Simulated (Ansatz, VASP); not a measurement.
## CaF2: VASP beside Ansatz

Contents of INCAR:

```
PREC     = Accurate       # precision mode
ENCUT    = 600            # plane-wave cutoff, eV
EDIFF    = 1E-6           # SCF threshold, eV
ISMEAR   = 0              # smearing method
SIGMA    = 0.01           # smearing width, eV
LREAL    = False          # projectors in reciprocal space
LASPH    = True           # aspherical terms in the spheres
NELM     = 120            # most SCF steps
ALGO     = Normal         # electronic algorithm
ISIF     = 2              # what is computed and relaxed
LWAVE    = False          # write WAVECAR
LCHARG   = False          # write CHGCAR
GGA      = PE             # functional
NBANDS   = 19             # bands
GGA_COMPAT= False
```

The input KPOINTS:

```
Automatic mesh
0
Gamma
  6 6 6
```

File POSCAR:

```
CaF2
1.0
    0.0000000000      2.7195928860      2.7195928860
    2.7195928860      0.0000000000      2.7195928860
    2.7195928860      2.7195928860      0.0000000000
Ca F
1 2
Direct
    0.0000000000      0.0000000000      0.0000000000
    0.2500000000      0.2500000000      0.2500000000
    0.7500000000      0.7500000000      0.7500000000
```

Input for Ansatz:

```yaml
crystal:
  lattice:
    - [0.0, 2.719592886, 2.719592886]
    - [2.719592886, 0.0, 2.719592886]
    - [2.719592886, 2.719592886, 0.0]
  atoms:
    - { symbol: Ca, position: [0.0, 0.0, 0.0] }
    - { symbol: F, position: [0.25, 0.25, 0.25] }
    - { symbol: F, position: [0.75, 0.75, 0.75] }
kpoints:
  mp_grid: { grid: [6, 6, 6] }
hamiltonian:
  xc: pbe
scf:
  occupations: { method: fixed }
output:
  optics:
    e_range: [0, 25]
    de: 0.05
    sigma: 0.1
    bands: { spectra_wanted_up_to: 25 }
    scissors: 2.086
```

Alike in both runs: task single point; functional PBE; k mesh 6 × 6 × 6; no spin polarisation.

```csv
,VASP,Ansatz
version,VASP 6.6.1,Ansatz 0.2.0
potentials or method,"VASP PAW PBE potentials, release 64 (Ca_sv, F)","plane waves, PAW"
plane-wave cutoff (eV),600,420
occupations,"gaussian, width 0.01 eV",fixed
valence electrons in the cell,24,24
```

```csv
,VASP,Ansatz,Ansatz less VASP
gap on the k mesh at the Fermi level (eV),7.36,7.38,+0.021
```
